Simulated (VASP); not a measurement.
# HfN in VASP: further runs

Runs on HfN. Level: PBEsol. Tasks: single point.

All numbers are computed with VASP 6.6.1; they aren't measurements. Logs are shortened: lines on timing, memory, paths and dates and some standing lists are left out, and cuts for length are marked.

**1. The cell of the first run**

It takes space group F-43m (No. 216, cubic). The conventional cell has a = 4.721 Å, b = 4.721 Å, c = 4.721 Å, α = 90.00°, β = 90.00°, γ = 90.00°. Within 2.7 Å of Hf (site symmetry -43m) lie 4 N at 2.04 Å. N (site symmetry -43m) has 4 Hf at 2.04 Å within 2.7 Å.

**2. Single point, PBEsol (strain -0.030 along x and y, -0.030 along z)**

INCAR reads:

```
SYSTEM = HfN
PREC = Accurate
ENCUT = 520
EDIFF = 1E-6
ISMEAR = 0
SIGMA = 0.15
LREAL = .False.
LASPH = .True.
NELM = 80
ALGO = Normal
ISIF = 2
LWAVE = .False.
LCHARG = .False.
GGA = PS
NBANDS = 14
```

KPOINTS reads:

```
Automatic mesh
0
Gamma
  22 22 22
  0 0 0
```

POSCAR reads:

```
HfN
1.0
    0.0000000000      2.3605281007      2.3605281007
    2.3605281007      0.0000000000      2.3605281007
    2.3605281007      2.3605281007      0.0000000000
Hf N
1 1
Direct
    0.0000000000      0.0000000000      0.0000000000
    0.7500000000      0.7500000000      0.7500000000
```

Potentials or basis: VASP PAW PBE potentials, release 64 (Hf_pv, N).

Launch:

```
$ cat potpaw_PBE.64/Hf_pv/POTCAR potpaw_PBE.64/N/POTCAR > POTCAR
$ mpirun -np 1 vasp_std > vasp.out
```

OUTCAR:

```text
SYSTEM = HfN
   PREC = Accurate
   ENCUT = 520
   EDIFF = 1E-6
   ISMEAR = 0
   LREAL = .False.
   LASPH = .True.
   NELM = 80
   ISIF = 2
   GGA = PS

 ion  position               nearest neighbor table
   1  0.000  0.000  0.000-   2 2.04   2 2.04   2 2.04   2 2.04
   2  0.750  0.750  0.750-   1 2.04   1 2.04   1 2.04   1 2.04

  LATTYP: Found a face centered cubic cell.
 ALAT       =     4.7210562014

  Lattice vectors:

 A1 = (   0.0000000000,   2.3605281007,   2.3605281007)
 A2 = (   2.3605281007,   0.0000000000,   2.3605281007)
 A3 = (   2.3605281007,   2.3605281007,   0.0000000000)

Analysis of symmetry for initial positions (statically):
=====================================================================
 Subroutine PRICEL returns:
 Original cell was already a primitive cell.

 Routine SETGRP: Setting up the symmetry group for a
 face centered cubic supercell.

 Subroutine GETGRP returns: Found 24 space group operations
 (whereof 24 operations were pure point group operations)
 out of a pool of 48 trial point group operations.

The static configuration has the point symmetry T_d .

Analysis of symmetry for dynamics (positions and initial velocities):
=====================================================================
 Subroutine PRICEL returns:
 Original cell was already a primitive cell.

 Routine SETGRP: Setting up the symmetry group for a
 face centered cubic supercell.

 Subroutine GETGRP returns: Found 24 space group operations
 (whereof 24 operations were pure point group operations)
 out of a pool of 48 trial point group operations.

The dynamic configuration has the point symmetry T_d .

 Subroutine INISYM returns: Found 24 space group operations
 (whereof 24 operations are pure point group operations),
 and found     1 'primitive' translations

----------------------------------------------------------------------------------------

                                     Primitive cell

  volume of cell :      26.3062

  direct lattice vectors                    reciprocal lattice vectors
     0.000000000  2.360528101  2.360528101    -0.211817008  0.211817008  0.211817008
     2.360528101  0.000000000  2.360528101     0.211817008 -0.211817008  0.211817008
     2.360528101  2.360528101  0.000000000     0.211817008  0.211817008 -0.211817008

  length of vectors
     3.338290854  3.338290854  3.338290854     0.366877820  0.366877820  0.366877820

  position of ions in fractional coordinates (direct lattice)
     0.000000000  0.000000000  0.000000000
     0.750000000  0.750000000  0.750000000

  ion indices of the primitive-cell ions
   primitive index   ion index
                 1           1
                 2           2

----------------------------------------------------------------------------------------

 KPOINTS: Automatic mesh

Automatic generation of k-mesh.
 Grid dimensions read from file:
 generate k-points for:   22   22   22

 Generating k-lattice:

  Cartesian coordinates                     Fractional coordinates (reciprocal lattice)
    -0.009628046  0.009628046  0.009628046     0.045454545  0.000000000  0.000000000
     0.009628046 -0.009628046  0.009628046     0.000000000  0.045454545  0.000000000
     0.009628046  0.009628046 -0.009628046     0.000000000  0.000000000  0.045454545

  Length of vectors
     0.016676265  0.016676265  0.016676265

  Shift w.r.t. Gamma in fractional coordinates (k-lattice)
     0.000000000  0.000000000  0.000000000

 Subroutine IBZKPT returns following result:
 ===========================================

 Found    328 irreducible k-points:

 Following reciprocal coordinates:
            Coordinates               Weight
  0.000000  0.000000  0.000000      1.000000
  0.045455  0.000000  0.000000      8.000000
  0.090909  0.000000  0.000000      8.000000
  0.136364  0.000000  0.000000      8.000000
  0.181818  0.000000  0.000000      8.000000
  0.227273  0.000000  0.000000      8.000000
[... 16 lines left out ...]
  0.500000  0.045455  0.000000     24.000000
 -0.454545  0.045455  0.000000     24.000000
 [... further k-points ...]
   k-points           NKPTS =    328   k-points in BZ     NKDIM =    328   number of bands    NBANDS=     14
   number of dos      NEDOS =    301   number of ions     NIONS =      2
   total plane-waves  NPLWV =  21952
   dimension x,y,z NGX =    28 NGY =   28 NGZ =   28
   dimension x,y,z NGXF=    56 NGYF=   56 NGZF=   56
   ions per type =               1   1
   NGX,Y,Z   is equivalent  to a cutoff of  13.94, 13.94, 13.94 a.u.
   NGXF,Y,Z  is equivalent  to a cutoff of  27.89, 27.89, 27.89 a.u.
 SYSTEM =  HfN
   PREC   = accura    normal or accurate (medium, high low for compatibility)
   ISTART =      0    job   : 0-new  1-cont  2-samecut
   ICHARG =      2    charge: 1-file 2-atom 10-const
   ISPIN  =      1    spin polarized calculation?
   LNONCOLLINEAR =      F non collinear calculations
   LSORBIT =      F    spin-orbit coupling
   LASPH  =      T    aspherical Exc in radial PAW
   ENCUT  =  520.0 eV  38.22 Ry    6.18 a.u.   6.21  6.21  6.21*2*pi/ulx,y,z
   NELM   =     80;   NELMIN=  2; NELMDL= -5     # of ELM steps
   EDIFF  = 0.1E-05   stopping-criterion for ELM
   LREAL  =      F    real-space projection
   EDIFFG = 0.1E-04   stopping-criterion for IOM
   NSW    =      0    number of steps for IOM
   IBRION =     -1    ionic relax: 0-MD 1-quasi-New 2-CG
   NFREE  =      0    steps in history (QN), initial steepest desc. (CG)
   ISIF   =      2    stress and relaxation
   ISYM   =      2    0-nonsym 1-usesym 2-fastsym
   POTIM  = 0.5000    time-step for ionic-motion
   TEBEG  =    0.0;   TEEND  =   0.0 temperature during run
   PSTRESS=    0.0 pullay stress
   NELECT =      15.0000    total number of electrons
   NUPDOWN=      -1.0000    fix difference up-down
   EMIN   =  10.00;   EMAX   =-10.00  energy-range for DOS
   EFERMI =   0.00;   METHOD = LEGACY
   ISMEAR =     0;   SIGMA  =   0.15  broadening in eV -4-tet -1-fermi 0-gaus
   EFERMI_NEDOS =   21; number of points for ismear=-14 and -15
   IALGO  =     38    algorithm
   IMIX   =      4    mixing-type and parameters
     AMIX     =   0.40;   BMIX     =  1.00
     AMIX_MAG =   1.60;   BMIX_MAG =  1.00
  volume/ion in A,a.u.               =      13.15        88.76
  Fermi-wavevector in a.u.,A,eV,Ry     =   1.357540  2.565379 25.074391  1.842916
  Thomas-Fermi vector in A             =   2.484450
   LORBIT       =      0    0 simple, 1 ext, 2 COOP (PROOUT), +10 PAW based schemes
   GGA     = PS    functional components
   LHFCALC =     F    Hartree Fock is set to
   AEXX    =    0.0000 exact exchange contribution
   IVDW    =     0    specifies the selected vdW correction
   LEPSILON=     F    determine dielectric tensor
   LRPA    =     F    only Hartree local field effects (RPA)
 non-spin polarized calculation
 Gauss-broadening in eV      SIGMA  =   0.15
  energy-cutoff  :      520.00
  volume of cell :       26.31
 maximum number of plane-waves:       725
 NGX is ok and might be reduce to    28
   NGX = 13   NGY = 13   NGZ = 13

 number of electron      14.9999999 magnetization

 Free energy of the ion-electron system (eV)
  ---------------------------------------------------
  ext. energy  EPLUGINS =         0.00000000
  ---------------------------------------------------
  free energy    TOTEN  =       -22.11868907 eV

  energy without entropy =      -22.11255516  energy(sigma->0) =      -22.11562212

 E-fermi :   6.5382     XC(G=0): -11.9679

 val. band max:        6.5245092461   @ k =   0.0909   0.0455   0.0000
 cond. band min:       6.5464439772   @ k =  -0.4091   0.2273   0.0455
 fundamental gap:      0.0219347311
 Fermi energy:         6.5382266342

 k-point     1 :       0.0000    0.0000    0.0000
  band No.  band energies     occupation
      1     -24.1071      2.00000
      2     -24.1071      2.00000
      3     -24.1071      2.00000
      4     -10.1653      2.00000
      5       0.5132      2.00000
      6       0.5132      2.00000
      7       0.5132      2.00000
      8       6.0942      1.99997
      9       9.0161      0.00000
     10       9.0161      0.00000
     11      13.8894      0.00000
     12      13.8894      0.00000
     13      13.8894      0.00000
     14      19.3934      0.00000

 k-point     2 :       0.0455    0.0000    0.0000
  band No.  band energies     occupation
      1     -24.1238      2.00000
      2     -24.1091      2.00000
      3     -24.1091      2.00000
      4     -10.1317      2.00000
      5       0.4645      2.00000
      6       0.5319      2.00000
      7       0.5319      2.00000
      8       6.2171      1.99754
      9       8.9678      0.00000
     10       8.9678      0.00000
     11      13.8220      0.00000
     12      13.9679      0.00000
     13      13.9679      0.00000
     14      19.3915      0.00000

 k-point     3 :       0.0909    0.0000    0.0000
  band No.  band energies     occupation
      1     -24.1722      2.00000
      2     -24.1150      2.00000
      3     -24.1150      2.00000
      4     -10.0346      2.00000
      5       0.3397      2.00000
      6       0.5857      2.00000
      7       0.5857      2.00000
      8       6.5585      0.84842
      9       8.8444      0.00000
     10       8.8444      0.00000
     11      13.6421      0.00000
     12      14.1705      0.00000
     13      14.1705      0.00000
     14      19.3650      0.00000

 k-point     4 :       0.1364    0.0000    0.0000
  band No.  band energies     occupation
      1     -24.2474      2.00000
      2     -24.1244      2.00000
      3     -24.1244      2.00000
      4      -9.8851      2.00000
      5       0.1876      2.00000
      6       0.6681      2.00000
      7       0.6681      2.00000
      8       7.0503      0.00000
      9       8.6953      0.00000
     10       8.6953      0.00000
     11      13.4040      0.00000
     12      14.4135      0.00000
     13      14.4135      0.00000
     14      18.5206      0.00000

 k-point     5 :       0.1818    0.0000    0.0000
  band No.  band energies     occupation
      1     -24.3421      2.00000
      2     -24.1363      2.00000
      3     -24.1363      2.00000
      4      -9.6996      2.00000
      5       0.0583      2.00000
      6       0.7691      2.00000
      7       0.7691      2.00000
      8       7.6037      0.00000
      9       8.5728      0.00000
     10       8.5728      0.00000
     11      13.1689      0.00000
[... 276 lines left out ...]
 k-point    22 :       0.4545    0.0455    0.0000
  band No.  band energies     occupation
      1     -24.8344      2.00000
      2     -24.2098      2.00000
      3     -24.2082      2.00000
      4      -8.8146      2.00000
      5       0.5134      2.00000
      6       1.1710      2.00000
      7       1.2323      2.00000
      8       8.3044      0.00000
      9       9.1704      0.00000
     10       9.6095      0.00000
     11      11.4611      0.00000
     12      12.6589      0.00000
     13      13.0953      0.00000
     14      16.8540      0.00000

 k-point    23 :       0.5000    0.0455    0.0000
  band No.  band energies     occupation
      1     -24.8573      2.00000
      2     -24.2156      2.00000
      3     -24.2091      2.00000
      4      -8.7807      2.00000
      5       0.6078      2.00000
      6       1.1827      2.00000
      7       1.2386      2.00000
      8       8.2017      0.00000
      9       9.4548      0.00000
     10       9.6297      0.00000
     11      11.3285      0.00000
     12      12.5441      0.00000
     13      12.7314      0.00000
     14      17.2179      0.00000

 k-point    24 :      -0.4545    0.0455    0.0000
  band No.  band energies     occupation
      1     -24.8526      2.00000
      2     -24.2174      2.00000
      3     -24.2059      2.00000
      4      -8.7875      2.00000
      5       0.5921      2.00000
      6       1.1852      2.00000
      7       1.2281      2.00000
      8       8.2296      0.00000
      9       9.4212      0.00000
     10       9.5801      0.00000
     11      11.3570      0.00000
     12      12.6310      0.00000
     13      12.7563      0.00000
     14      17.1380      0.00000

 [... further k-points ...]
[... 5 lines left out ...]
  --------------------------------------------------------------------------------------
  -------------------------------------------------------------------------------------
  Total        3.5868472      3.5868472      3.5868472      0.0000000     -0.0000000      0.0000000
  in kB      218.4569848    218.4569848    218.4569848      0.0000000     -0.0000000      0.0000000
  external PRESSURE =     218.4569848 kB  Pullay stress =       0.0000000 kB

 VOLUME and BASIS-vectors are now :
 -----------------------------------------------------------------------------
  energy-cutoff  :      520.00
  volume of cell :       26.31
      direct lattice vectors                 reciprocal lattice vectors
     0.000000000  2.360528101  2.360528101    -0.211817008  0.211817008  0.211817008
     2.360528101  0.000000000  2.360528101     0.211817008 -0.211817008  0.211817008
     2.360528101  2.360528101  0.000000000     0.211817008  0.211817008 -0.211817008

 POSITION                                       TOTAL-FORCE (eV/Angst)
 -----------------------------------------------------------------------------------
      0.00000      0.00000      0.00000        -0.000000      0.000000      0.000000
      3.54079      3.54079      3.54079         0.000000     -0.000000     -0.000000
 -----------------------------------------------------------------------------------
    total drift:                                0.000000      0.000000      0.000000

  FREE ENERGIE OF THE ION-ELECTRON SYSTEM (eV)
  ---------------------------------------------------
  free  energy   TOTEN  =       -22.1186890736 eV

  energy  without entropy=      -22.1125551581  energy(sigma->0) =      -22.11562212
```

It took 54 s on 1 thread of Intel Xeon 6975P-C (Granite Rapids), shared host; peak memory 0.26 GiB.

Results:

* Free energy: -22.1187 eV
* Pressure: 21.8 GPa
* Band gap on the k mesh: zero (an odd number of electrons rules out a gap without spin polarisation)

Levels at points of the mesh, in eV from the Fermi level:
| k point | band 3 | band 4 | band 5 | band 6 | band 7 | band 8 | band 9 | band 10 | band 11 | band 12 |
| --- | --- | --- | --- | --- | --- | --- | --- | --- | --- | --- |
| (0.00, 0.00, 0.00) | -30.65 | -16.70 | -6.03 | -6.03 | -6.03 | -0.44 | 2.48 | 2.48 | 7.35 | 7.35 |
| (0.50, 0.00, 0.00) | -30.74 | -15.33 | -5.93 | -5.33 | -5.33 | 1.76 | 3.08 | 3.08 | 4.62 | 5.99 |
| (0.50, 0.50, 0.00) | -30.90 | -14.85 | -7.60 | -3.71 | -3.71 | -1.19 | 2.50 | 4.64 | 5.34 | 5.34 |

Caveat: the cell differs from its parent crystal (strain -0.030 along x and y, -0.030 along z); the cell stands under pressure; the PAW data sets were made with another functional, which shifts forces and pressure a little; spin-orbit coupling is left out, which moves the levels of the heavy elements; an odd number of electrons without spin polarisation forces a metal; a magnetic or distorted state may lie lower.

**3. Single point, PBEsol (strain -0.030 along x and y, +0.000 along z)**

INCAR reads:

```
SYSTEM = HfN
PREC = Accurate ; ENCUT = 520
EDIFF = 1E-6 ; ISMEAR = 0
SIGMA = 0.15 ; LREAL = .FALSE.
LASPH = .TRUE. ; NELM = 100
ALGO = Normal ; ISIF = 2
LWAVE = .FALSE. ; LCHARG = .FALSE.
GGA = PS ; NBANDS = 14
```

KPOINTS reads:

```
Automatic mesh
0
G
  22 22 22
  0 0 0
```

POSCAR reads:

```
HfN
1.0
    0.0000000000      2.3605281007      2.4335341244
    2.3605281007      0.0000000000      2.4335341244
    2.3605281007      2.3605281007      0.0000000000
Hf N
1 1
Direct
    0.0000000000      0.0000000000      0.0000000000
    0.7500000000      0.7500000000      0.7500000000
```

Potentials or basis: VASP PAW PBE potentials, release 64 (Hf_pv, N).

Launch:

```
$ cat potpaw_PBE.64/Hf_pv/POTCAR potpaw_PBE.64/N/POTCAR > POTCAR
$ mpirun -np 1 vasp_std > vasp.out
```

Wall time 2.4 min (1 thread of Intel Xeon 6975P-C (Granite Rapids), shared host); peak memory 0.44 GiB.

It converged, with:

```
Free energy            : -22.2001 eV
Pressure               : 13.3 GPa
Band gap on the k mesh : zero (an odd number of electrons rules out a gap without spin polarisation)
```

Stress tensor (GPa, compression positive):
```
14.87  0.00  0.00
 0.00 14.87  0.00
 0.00  0.00 10.15
```

Levels at points of the mesh, in eV from the Fermi level:
| k point | band 6 | band 7 | band 8 | band 9 | band 10 | band 11 |
| --- | --- | --- | --- | --- | --- | --- |
| (0.00, 0.00, 0.00) | -5.84 | -5.84 | -0.53 | 2.18 | 2.62 | 6.77 |
| (0.50, 0.00, 0.00) | -5.30 | -5.12 | 1.68 | 2.94 | 3.02 | 4.47 |
| (0.50, 0.50, 0.00) | -3.63 | -3.63 | -1.33 | 2.32 | 4.48 | 5.13 |
| (0.50, 0.00, 0.50) | -3.77 | -3.67 | -1.11 | 2.38 | 4.49 | 5.11 |

Caveat: the cell differs from its parent crystal (strain -0.030 along x and y, +0.000 along z); the cell stands under pressure; the PAW data sets were made with another functional, which shifts forces and pressure a little; spin-orbit coupling is left out, which moves the levels of the heavy elements; an odd number of electrons without spin polarisation forces a metal; a magnetic or distorted state may lie lower.

The gap in the log of VASP goes by the Fermi energy; the results here count the filled bands.